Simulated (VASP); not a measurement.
# GaGe (F-43m) in VASP: notebook

Runs on GaGe. Level: PBE+D3(BJ). Tasks: single point.

Program: VASP 6.6.1. These are calculated values, not measurements. Logs are shortened: lines on timing, memory, paths and dates and some standing lists are left out, and cuts for length are marked.

**1. The cell of the first run**

It takes space group F-43m (No. 216, cubic). Conventional cell: a = 5.847 Å, b = 5.847 Å, c = 5.847 Å, α = 90.00°, β = 90.00°, γ = 90.00°. Ga (site symmetry -43m) has 4 Ge at 2.53 Å within 3.3 Å. Ge (site symmetry -43m) has 4 Ga at 2.53 Å within 3.3 Å.

**2. Single point, PBE+D3(BJ)**

Contents of INCAR:

```
SYSTEM = GaGe
  PREC = Accurate
  ENCUT = 520
  EDIFF = 1E-7
  ISMEAR = 1
  SIGMA = 0.15
  LREAL = .False.
  LASPH = .True.
  NELM = 100
  ALGO = Normal
  ISIF = 2
  LWAVE = .False.
  LCHARG = .False.
  GGA = PE
  IVDW = 12
  NBANDS = 20
```

Contents of KPOINTS:

```
regular mesh
0
Gamma
  7 7 7
  0 0 0
```

Contents of POSCAR:

```
GaGe
1.0
    0.0000000000      2.9233769808      2.9233769808
    2.9233769808      0.0000000000      2.9233769808
    2.9233769808      2.9233769808      0.0000000000
Ga Ge
1 1
Direct
    0.7500000000      0.7500000000      0.7500000000
    0.0000000000      0.0000000000      0.0000000000
```

Potentials or basis: VASP PAW PBE potentials, release 64 (Ga_d, Ge_d).

Launch:

```
> cat potpaw_PBE.64/Ga_d/POTCAR potpaw_PBE.64/Ge_d/POTCAR > POTCAR
> mpirun -np 1 vasp_std > vasp.out
```

OUTCAR:

```text
SYSTEM = GaGe
   PREC = Accurate
   ENCUT = 520
   EDIFF = 1E-7
   ISMEAR = 1
   LREAL = .False.
   LASPH = .True.
   NELM = 100
   ISIF = 2
   GGA = PE
   IVDW = 12
 IVDW          = 12

 ion  position               nearest neighbor table
   1  0.750  0.750  0.750-   2 2.53   2 2.53   2 2.53   2 2.53
   2  0.000  0.000  0.000-   1 2.53   1 2.53   1 2.53   1 2.53

  LATTYP: Found a face centered cubic cell.
 ALAT       =     5.8467539616

  Lattice vectors:

 A1 = (   0.0000000000,   2.9233769808,   2.9233769808)
 A2 = (   2.9233769808,   0.0000000000,   2.9233769808)
 A3 = (   2.9233769808,   2.9233769808,   0.0000000000)

Analysis of symmetry for initial positions (statically):
=====================================================================
 Subroutine PRICEL returns:
 Original cell was already a primitive cell.

 Routine SETGRP: Setting up the symmetry group for a
 face centered cubic supercell.

 Subroutine GETGRP returns: Found 24 space group operations
 (whereof 24 operations were pure point group operations)
 out of a pool of 48 trial point group operations.

The static configuration has the point symmetry T_d .

Analysis of symmetry for dynamics (positions and initial velocities):
=====================================================================
 Subroutine PRICEL returns:
 Original cell was already a primitive cell.

 Routine SETGRP: Setting up the symmetry group for a
 face centered cubic supercell.

 Subroutine GETGRP returns: Found 24 space group operations
 (whereof 24 operations were pure point group operations)
 out of a pool of 48 trial point group operations.

The dynamic configuration has the point symmetry T_d .

 Subroutine INISYM returns: Found 24 space group operations
 (whereof 24 operations are pure point group operations),
 and found     1 'primitive' translations

----------------------------------------------------------------------------------------

                                     Primitive cell

  volume of cell :      49.9671

  direct lattice vectors                    reciprocal lattice vectors
     0.000000000  2.923376981  2.923376981    -0.171035075  0.171035075  0.171035075
     2.923376981  0.000000000  2.923376981     0.171035075 -0.171035075  0.171035075
     2.923376981  2.923376981  0.000000000     0.171035075  0.171035075 -0.171035075

  length of vectors
     4.134279374  4.134279374  4.134279374     0.296241439  0.296241439  0.296241439

  position of ions in fractional coordinates (direct lattice)
     0.750000000  0.750000000  0.750000000
     0.000000000  0.000000000  0.000000000

  ion indices of the primitive-cell ions
   primitive index   ion index
                 1           1
                 2           2

----------------------------------------------------------------------------------------

 KPOINTS: regular mesh

Automatic generation of k-mesh.
 Grid dimensions read from file:
 generate k-points for:    7    7    7

 Generating k-lattice:

  Cartesian coordinates                     Fractional coordinates (reciprocal lattice)
    -0.024433582  0.024433582  0.024433582     0.142857143  0.000000000  0.000000000
     0.024433582 -0.024433582  0.024433582     0.000000000  0.142857143  0.000000000
     0.024433582  0.024433582 -0.024433582     0.000000000  0.000000000  0.142857143

  Length of vectors
     0.042320206  0.042320206  0.042320206

  Shift w.r.t. Gamma in fractional coordinates (k-lattice)
     0.000000000  0.000000000  0.000000000

 Subroutine IBZKPT returns following result:
 ===========================================

 Found     20 irreducible k-points:

 Following reciprocal coordinates:
            Coordinates               Weight
  0.000000  0.000000  0.000000      1.000000
  0.142857  0.000000  0.000000      8.000000
  0.285714  0.000000  0.000000      8.000000
  0.428571  0.000000  0.000000      8.000000
  0.142857  0.142857  0.000000      6.000000
  0.285714  0.142857  0.000000     24.000000
[... 12 lines left out ...]
 -0.428571  0.428571  0.142857     24.000000
 -0.285714  0.428571  0.142857     24.000000
   k-points           NKPTS =     20   k-points in BZ     NKDIM =     20   number of bands    NBANDS=     20
   number of dos      NEDOS =    301   number of ions     NIONS =      2
   total plane-waves  NPLWV =  32768
   dimension x,y,z NGX =    32 NGY =   32 NGZ =   32
   dimension x,y,z NGXF=    64 NGYF=   64 NGZF=   64
   ions per type =               1   1
   NGX,Y,Z   is equivalent  to a cutoff of  12.87, 12.87, 12.87 a.u.
   NGXF,Y,Z  is equivalent  to a cutoff of  25.74, 25.74, 25.74 a.u.
 SYSTEM =  GaGe
   PREC   = accura    normal or accurate (medium, high low for compatibility)
   ISTART =      0    job   : 0-new  1-cont  2-samecut
   ICHARG =      2    charge: 1-file 2-atom 10-const
   ISPIN  =      1    spin polarized calculation?
   LNONCOLLINEAR =      F non collinear calculations
   LSORBIT =      F    spin-orbit coupling
   LASPH  =      T    aspherical Exc in radial PAW
   ENCUT  =  520.0 eV  38.22 Ry    6.18 a.u.   7.69  7.69  7.69*2*pi/ulx,y,z
   NELM   =    100;   NELMIN=  2; NELMDL= -5     # of ELM steps
   EDIFF  = 0.1E-06   stopping-criterion for ELM
   LREAL  =      F    real-space projection
   EDIFFG = 0.1E-05   stopping-criterion for IOM
   NSW    =      0    number of steps for IOM
   IBRION =     -1    ionic relax: 0-MD 1-quasi-New 2-CG
   NFREE  =      0    steps in history (QN), initial steepest desc. (CG)
   ISIF   =      2    stress and relaxation
   ISYM   =      2    0-nonsym 1-usesym 2-fastsym
   POTIM  = 0.5000    time-step for ionic-motion
   TEBEG  =    0.0;   TEEND  =   0.0 temperature during run
   PSTRESS=    0.0 pullay stress
   NELECT =      27.0000    total number of electrons
   NUPDOWN=      -1.0000    fix difference up-down
   EMIN   =  10.00;   EMAX   =-10.00  energy-range for DOS
   EFERMI =   0.00;   METHOD = LEGACY
   ISMEAR =     1;   SIGMA  =   0.15  broadening in eV -4-tet -1-fermi 0-gaus
   EFERMI_NEDOS =   21; number of points for ismear=-14 and -15
   IALGO  =     38    algorithm
   IMIX   =      4    mixing-type and parameters
     AMIX     =   0.40;   BMIX     =  1.00
     AMIX_MAG =   1.60;   BMIX_MAG =  1.00
  volume/ion in A,a.u.               =      24.98       168.60
  Fermi-wavevector in a.u.,A,eV,Ry     =   1.333423  2.519804 24.191387  1.778017
  Thomas-Fermi vector in A             =   2.462282
   LORBIT       =      0    0 simple, 1 ext, 2 COOP (PROOUT), +10 PAW based schemes
   GGA     = PE    functional components
   LHFCALC =     F    Hartree Fock is set to
   AEXX    =    0.0000 exact exchange contribution
   IVDW    =    12    specifies the selected vdW correction
   LEPSILON=     F    determine dielectric tensor
   LRPA    =     F    only Hartree local field effects (RPA)
 non-spin polarized calculation
 Methfessel and Paxton  Order N= 1 SIGMA  =   0.15
  energy-cutoff  :      520.00
  volume of cell :       49.97
 maximum number of plane-waves:      1363
   NGX = 15   NGY = 15   NGZ = 15

 number of electron      26.9999980 magnetization

 Free energy of the ion-electron system (eV)
  ---------------------------------------------------
  ext. energy  EPLUGINS =         0.00000000
  ---------------------------------------------------
  free energy    TOTEN  =        -7.07857210 eV

  energy without entropy =       -7.07491782  energy(sigma->0) =       -7.07735400

 E-fermi :   2.8378     XC(G=0):  -9.4355

 val. band max:        2.8122341918   @ k =  -0.2857   0.2857   0.0000
 cond. band min:       2.8437036425   @ k =   0.2857   0.1429   0.0000
 fundamental gap:      0.0314694507
 Fermi energy:         2.8377520871

 k-point     1 :       0.0000    0.0000    0.0000
  band No.  band energies     occupation
      1     -21.0801      2.00000
      2     -21.0801      2.00000
      3     -21.0801      2.00000
      4     -21.0623      2.00000
      5     -21.0623      2.00000
      6     -11.4600      2.00000
[... 12 lines left out ...]
     19      10.4572      0.00000
     20      13.5115      0.00000

 k-point     2 :       0.1429    0.0000    0.0000
  band No.  band energies     occupation
      1     -21.0801      2.00000
      2     -21.0796      2.00000
      3     -21.0796      2.00000
      4     -21.0621      2.00000
      5     -21.0621      2.00000
      6     -11.4645      2.00000
[... 12 lines left out ...]
     19      11.6009      0.00000
     20      12.4701      0.00000

 k-point     3 :       0.2857    0.0000    0.0000
  band No.  band energies     occupation
      1     -21.0800      2.00000
      2     -21.0787      2.00000
      3     -21.0787      2.00000
      4     -21.0618      2.00000
      5     -21.0618      2.00000
      6     -11.4747      2.00000
[... 12 lines left out ...]
     19      11.8036      0.00000
     20      12.5391      0.00000

 k-point     4 :       0.4286    0.0000    0.0000
  band No.  band energies     occupation
      1     -21.0799      2.00000
      2     -21.0780      2.00000
      3     -21.0780      2.00000
      4     -21.0615      2.00000
      5     -21.0615      2.00000
      6     -11.4830      2.00000
[... 12 lines left out ...]
     19      13.1734      0.00000
     20      14.2588      0.00000

 k-point     5 :       0.1429    0.1429    0.0000
  band No.  band energies     occupation
      1     -21.0807      2.00000
      2     -21.0792      2.00000
      3     -21.0792      2.00000
      4     -21.0626      2.00000
      5     -21.0617      2.00000
      6     -11.4692      2.00000
[... 12 lines left out ...]
     19      11.1207      0.00000
     20      12.0114      0.00000
[... 261 lines left out ...]
      6     -11.4854      2.00000
[... 12 lines left out ...]
     19      12.4865      0.00000
     20      14.3979      0.00000

 k-point    18 :      -0.4286    0.2857    0.1429
  band No.  band energies     occupation
      1     -21.0800      2.00000
      2     -21.0781      2.00000
      3     -21.0764      2.00000
      4     -21.0623      2.00000
      5     -21.0608      2.00000
      6     -11.4892      2.00000
[... 12 lines left out ...]
     19      12.4931      0.00000
     20      14.3520      0.00000

 k-point    19 :      -0.4286    0.4286    0.1429
  band No.  band energies     occupation
      1     -21.0816      2.00000
      2     -21.0767      2.00000
      3     -21.0754      2.00000
      4     -21.0632      2.00000
      5     -21.0600      2.00000
      6     -11.4968      2.00000
[... 12 lines left out ...]
     19      13.8455      0.00000
     20      15.1191      0.00000

 k-point    20 :      -0.2857    0.4286    0.1429
  band No.  band energies     occupation
      1     -21.0802      2.00000
      2     -21.0780      2.00000
      3     -21.0754      2.00000
      4     -21.0627      2.00000
      5     -21.0604      2.00000
      6     -11.4935      2.00000
[... 12 lines left out ...]
     19      13.4004      0.00000
     20      14.6962      0.00000

------------------------ aborting loop because EDIFF is reached ----------------------------------------

 Edisp (eV)   -0.50036

 E8    (eV) :    -0.2302

  FORCE on cell =-STRESS in cart. coord.  units (eV):
  Direction    XX          YY          ZZ          XY          YZ          ZX
  --------------------------------------------------------------------------------------
  -------------------------------------------------------------------------------------
  Total      -0.80232    -0.80232    -0.80232     0.00000     0.00000    -0.00000
  in kB     -25.72594   -25.72594   -25.72594     0.00000     0.00000    -0.00000
  external pressure =      -25.73 kB  Pullay stress =        0.00 kB

 VOLUME and BASIS-vectors are now :
 -----------------------------------------------------------------------------
  energy-cutoff  :      520.00
  volume of cell :       49.97
      direct lattice vectors                 reciprocal lattice vectors
     0.000000000  2.923376981  2.923376981    -0.171035075  0.171035075  0.171035075
     2.923376981  0.000000000  2.923376981     0.171035075 -0.171035075  0.171035075
     2.923376981  2.923376981  0.000000000     0.171035075  0.171035075 -0.171035075

 POSITION                                       TOTAL-FORCE (eV/Angst)
 -----------------------------------------------------------------------------------
      4.38507      4.38507      4.38507        -0.000000     -0.000000      0.000000
      0.00000      0.00000      0.00000         0.000000      0.000000     -0.000000
 -----------------------------------------------------------------------------------
    total drift:                                0.000001      0.000001      0.000001

  FREE ENERGIE OF THE ION-ELECTRON SYSTEM (eV)
  ---------------------------------------------------
  free  energy   TOTEN  =        -7.5789312184 eV

  energy  without entropy=       -7.5752769369  energy(sigma->0) =       -7.57771312
```

It took 16 s on 1 thread of Intel Xeon Platinum 8259CL at 2.50GHz (Skylake/Cascade Lake), shared host; peak memory 0.18 GiB.

What came out:

| Property | Result |
| --- | --- |
| Free energy | -7.5789 eV |
| Pressure | -2.6 GPa |
| Dispersion energy per atom | -0.250 eV |

Caveat: three body term missing; pairwise dispersion overbinds metals, which lowers pressure and volume.

[end of part 1 of 2]
